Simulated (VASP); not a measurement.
# Se (Pm-3m) in VASP: notebook

Se is run at these levels: PBEsol; tasks: single point.

Program: VASP 6.6.1. These are calculated values, not measurements. Logs are shortened: lines on timing, memory, paths and dates and some standing lists are left out, and cuts for length are marked.

## (1) The cell of the first run

It takes space group Pm-3m (No. 221, cubic). Conventional cell: a = 2.786 Å, b = 2.786 Å, c = 2.786 Å, α = 90.00°, β = 90.00°, γ = 90.00°. Within 3.7 Å of Se (site symmetry m-3m) lie 6 Se at 2.79 Å.

## (2) Single point, PBEsol

INCAR reads:

```
  ALGO = Normal
  EDIFF = 1E-7
  ENCUT = 520
  GGA = PS
  ISIF = 2
  ISMEAR = -1
  LASPH = T
  LCHARG = F
  LREAL = F
  LWAVE = F
  NBANDS = 9
  NELM = 60
  PREC = Accurate
  SIGMA = 0.1
```

KPOINTS reads:

```
k-points
0
Gamma
  11 11 11
```

POSCAR reads:

```
Se
1.0
    2.7861814191      0.0000000000      0.0000000000
    0.0000000000      2.7861814191      0.0000000000
    0.0000000000      0.0000000000      2.7861814191
Se
1
Direct
    0.0000000000      0.0000000000      0.0000000000
```

Potentials or basis: VASP PAW PBE potentials, release 64 (Se).

Run with:

```console
cat potpaw_PBE.64/Se/POTCAR > POTCAR
mpirun -np 1 vasp_std > vasp.out
```

OUTCAR:

```text
EDIFF = 1E-7
   ENCUT = 520
   GGA = PS
   ISIF = 2
   ISMEAR = -1
   LASPH = T
   LREAL = F
   NELM = 60
   PREC = Accurate

 ion  position               nearest neighbor table
   1  0.000  0.000  0.000-

  LATTYP: Found a simple cubic cell.
 ALAT       =     2.7861814191

  Lattice vectors:

 A1 = (   2.7861814191,   0.0000000000,   0.0000000000)
 A2 = (   0.0000000000,   2.7861814191,   0.0000000000)
 A3 = (   0.0000000000,   0.0000000000,   2.7861814191)

Analysis of symmetry for initial positions (statically):
=====================================================================
 Subroutine PRICEL returns:
 Original cell was already a primitive cell.

 Routine SETGRP: Setting up the symmetry group for a
 simple cubic supercell.

 Subroutine GETGRP returns: Found 48 space group operations
 (whereof 48 operations were pure point group operations)
 out of a pool of 48 trial point group operations.

The static configuration has the point symmetry O_h .

Analysis of symmetry for dynamics (positions and initial velocities):
=====================================================================
 Subroutine PRICEL returns:
 Original cell was already a primitive cell.

 Routine SETGRP: Setting up the symmetry group for a
 simple cubic supercell.

 Subroutine GETGRP returns: Found 48 space group operations
 (whereof 48 operations were pure point group operations)
 out of a pool of 48 trial point group operations.

The dynamic configuration has the point symmetry O_h .

 Subroutine INISYM returns: Found 48 space group operations
 (whereof 48 operations are pure point group operations),
 and found     1 'primitive' translations

----------------------------------------------------------------------------------------

                                     Primitive cell

  volume of cell :      21.6286

  direct lattice vectors                    reciprocal lattice vectors
     2.786181419  0.000000000  0.000000000     0.358914173  0.000000000  0.000000000
     0.000000000  2.786181419  0.000000000     0.000000000  0.358914173  0.000000000
     0.000000000  0.000000000  2.786181419     0.000000000  0.000000000  0.358914173

  length of vectors
     2.786181419  2.786181419  2.786181419     0.358914173  0.358914173  0.358914173

  position of ions in fractional coordinates (direct lattice)
     0.000000000  0.000000000  0.000000000

  ion indices of the primitive-cell ions
   primitive index   ion index
[... 76 lines left out ...]
   NSW    =      0    number of steps for IOM
   IBRION =     -1    ionic relax: 0-MD 1-quasi-New 2-CG
   NFREE  =      0    steps in history (QN), initial steepest desc. (CG)
   ISIF   =      2    stress and relaxation
   ISYM   =      2    0-nonsym 1-usesym 2-fastsym
   POTIM  = 0.5000    time-step for ionic-motion
   TEBEG  =    0.0;   TEEND  =   0.0 temperature during run
   PSTRESS=    0.0 pullay stress
   NELECT =       6.0000    total number of electrons
   NUPDOWN=      -1.0000    fix difference up-down
   EMIN   =  10.00;   EMAX   =-10.00  energy-range for DOS
   EFERMI =   0.00;   METHOD = LEGACY
   ISMEAR =    -1;   SIGMA  =   0.10  broadening in eV -4-tet -1-fermi 0-gaus
   EFERMI_NEDOS =   21; number of points for ismear=-14 and -15
   IALGO  =     38    algorithm
   IMIX   =      4    mixing-type and parameters
     AMIX     =   0.40;   BMIX     =  1.00
     AMIX_MAG =   1.60;   BMIX_MAG =  1.00
  volume/ion in A,a.u.               =      21.63       145.96
  Fermi-wavevector in a.u.,A,eV,Ry     =   1.067700  2.017660 15.510410  1.139983
  Thomas-Fermi vector in A             =   2.203325
   LORBIT       =      0    0 simple, 1 ext, 2 COOP (PROOUT), +10 PAW based schemes
   GGA     = PS    functional components
   LHFCALC =     F    Hartree Fock is set to
   AEXX    =    0.0000 exact exchange contribution
   IVDW    =     0    specifies the selected vdW correction
   LEPSILON=     F    determine dielectric tensor
   LRPA    =     F    only Hartree local field effects (RPA)
 non-spin polarized calculation
  energy-cutoff  :      520.00
  volume of cell :       21.63
 maximum number of plane-waves:       599
 NGX is ok and might be reduce to    24
   NGX = 11   NGY = 11   NGZ = 11

 number of electron       6.0000000 magnetization

 Free energy of the ion-electron system (eV)
  ---------------------------------------------------
  ext. energy  EPLUGINS =         0.00000000
  ---------------------------------------------------
  free energy    TOTEN  =        -3.76640200 eV

  energy without entropy =       -3.75151410  energy(sigma->0) =       -3.75895805

 E-fermi :   5.0986     XC(G=0): -10.2756

 val. band max:        5.0880875258   @ k =   0.4545   0.1818   0.1818
 cond. band min:       5.2937263293   @ k =   0.0909   0.0000   0.0000
 fundamental gap:      0.2056388036
 Fermi energy:         5.0985870040

 k-point     1 :       0.0000    0.0000    0.0000
  band No.  band energies     occupation
      1     -11.3310      2.00000
      2       6.5777      0.00000
      3       6.5777      0.00000
      4       6.5777      0.00000
      5      12.7754      0.00000
      6      12.7754      0.00000
      7      13.0123      0.00000
      8      27.7727      0.00000
      9      27.7727      0.00000
[... 265 lines left out ...]
 k-point    24 :       0.2727    0.0909    0.0909
  band No.  band energies     occupation
      1     -10.0432      2.00000
      2       1.0008      2.00000
      3       6.2073      0.00003
      4       6.3132      0.00001
      5      15.3229      0.00000
      6      15.4684      0.00000
      7      18.6361      0.00000
      8      19.5306      0.00000
      9      22.1749      0.00000

 [... further k-points ...]

------------------------ aborting loop because EDIFF is reached ----------------------------------------

  FORCE on cell =-STRESS in cart. coord.  units (eV):
  Direction    XX          YY          ZZ          XY          YZ          ZX
  --------------------------------------------------------------------------------------
  -------------------------------------------------------------------------------------
  Total        0.0153093      0.0153093      0.0153093     -0.0000000     -0.0000000      0.0000000
  in kB        1.1340614      1.1340614      1.1340614     -0.0000000     -0.0000000      0.0000000
  external PRESSURE =       1.1340614 kB  Pullay stress =       0.0000000 kB

 VOLUME and BASIS-vectors are now :
 -----------------------------------------------------------------------------
  energy-cutoff  :      520.00
  volume of cell :       21.63
      direct lattice vectors                 reciprocal lattice vectors
     2.786181419  0.000000000  0.000000000     0.358914173  0.000000000  0.000000000
     0.000000000  2.786181419  0.000000000     0.000000000  0.358914173  0.000000000
     0.000000000  0.000000000  2.786181419     0.000000000  0.000000000  0.358914173

 POSITION                                       TOTAL-FORCE (eV/Angst)
 -----------------------------------------------------------------------------------
      0.00000      0.00000      0.00000         0.000000      0.000000      0.000000
 -----------------------------------------------------------------------------------
    total drift:                                0.000000     -0.000000     -0.000000

  FREE ENERGIE OF THE ION-ELECTRON SYSTEM (eV)
  ---------------------------------------------------
  free  energy   TOTEN  =        -3.7664019985 eV

  energy  without entropy=       -3.7515140979  energy(sigma->0) =       -3.75895805
```

OSZICAR:

```text
N       E                     dE             d eps       ncg     rms          rms(c)
DAV:   1     0.915748689049E+01    0.91575E+01   -0.28247E+03  1008   0.569E+02
DAV:   2    -0.347520714794E+01   -0.12633E+02   -0.12108E+02  1359   0.764E+01
DAV:   3    -0.376459073125E+01   -0.28938E+00   -0.28886E+00  1165   0.107E+01
DAV:   4    -0.376521347329E+01   -0.62274E-03   -0.62271E-03  1463   0.582E-01
DAV:   5    -0.376521394501E+01   -0.47172E-06   -0.47154E-06  1208   0.122E-02    0.407E+00
DAV:   6    -0.376588569799E+01   -0.67175E-03   -0.47460E-04  1215   0.151E-01    0.243E+00
DAV:   7    -0.376639217578E+01   -0.50648E-03   -0.98682E-04  1090   0.221E-01    0.418E-02
DAV:   8    -0.376640032847E+01   -0.81527E-05   -0.41866E-05  1228   0.390E-02    0.709E-03
DAV:   9    -0.376640183621E+01   -0.15077E-05   -0.15982E-06  1194   0.796E-03    0.340E-03
DAV:  10    -0.376640199283E+01   -0.15662E-06   -0.65447E-07  1084   0.420E-03    0.653E-04
DAV:  11    -0.376640199846E+01   -0.56336E-08   -0.27720E-08   723   0.908E-04
   1 F= -.37664020E+01 E0= -.37589580E+01  d E =-.148879E-01
```

stdout:

```text
POSCAR found type information on POSCAR Se
 POSCAR found :  1 types and       1 ions
 scaLAPACK will be used
 -----------------------------------------------------------------------------
|                                                                             |
|                                                                             |
|     You enforced a specific xc type in the INCAR file but a different       |
|     I HOPE YOU KNOW WHAT YOU ARE DOING!                                     |
|                                                                             |
 -----------------------------------------------------------------------------

 LDA part: xc-table for (Slater+PW92), standard interpolation
 POSCAR, INCAR and KPOINTS ok, starting setup
 FFT: planning ... GRIDC
 FFT: planning ... GRID_SOFT
 FFT: planning ... GRID
 WAVECAR not read
 entering main loop
```

It took 9.1 s on 1 thread of AMD EPYC 7R13 (Zen 3), shared host; peak memory 0.11 GiB.

Results:

- Free energy: -3.7664 eV
- Pressure: 0.1 GPa
- Band gap on the k mesh: zero (band 3 reaches 8.07 eV, above the bottom of band 4 at 1.71 eV)

Caveat: the PAW data sets were made with another functional, which shifts forces and pressure a little.

## (3) Single point, PBEsol (volume scaled by 0.92)

INCAR reads:

```
PREC     = Accurate       # precision mode
ENCUT    = 520            # plane-wave cutoff, eV
EDIFF    = 1E-6           # SCF threshold, eV
ISMEAR   = -1             # smearing method
SIGMA    = 0.1            # smearing width, eV
LREAL    = F              # projectors in reciprocal space
LASPH    = T              # aspherical terms in the spheres
NELM     = 60             # most SCF steps
ALGO     = Normal         # electronic algorithm
ISIF     = 2              # what is computed and relaxed
LWAVE    = F              # write WAVECAR
LCHARG   = F              # write CHGCAR
GGA      = PS             # functional
NBANDS   = 9              # bands
```

KPOINTS reads:

```
Automatic mesh
0
Gamma
  13 13 13
```

POSCAR reads:

```
Se
1.0
    2.7098089161      0.0000000000      0.0000000000
    0.0000000000      2.7098089161      0.0000000000
    0.0000000000      0.0000000000      2.7098089161
Se
1
Direct
    0.0000000000      0.0000000000      0.0000000000
```

Potentials or basis: VASP PAW PBE potentials, release 64 (Se).

Run with:

```console
cat potpaw_PBE.64/Se/POTCAR > POTCAR
mpirun -np 1 vasp_std > vasp.out
```

Wall time 7.8 s (1 thread of AMD EPYC 7R13 (Zen 3), shared host); peak memory 0.1 GiB.

Results (log left out):

```yaml
Free_energy: -3.7238 eV
Pressure: 8.4 GPa
Band_gap_on_the_k_mesh: zero (band 3 reaches 9.53 eV, above the bottom of band 4 at 2.45 eV)
```

Levels at points of the mesh, in eV from the Fermi level:
```csv
k point,band 1,band 2,band 3,band 4,band 5,band 6,band 7
"(0.00, 0.00, 0.00)",-17.33,1.53,1.53,1.53,7.44,7.44,8.33
```

Caveat: the PAW data sets were made with another functional, which shifts forces and pressure a little.
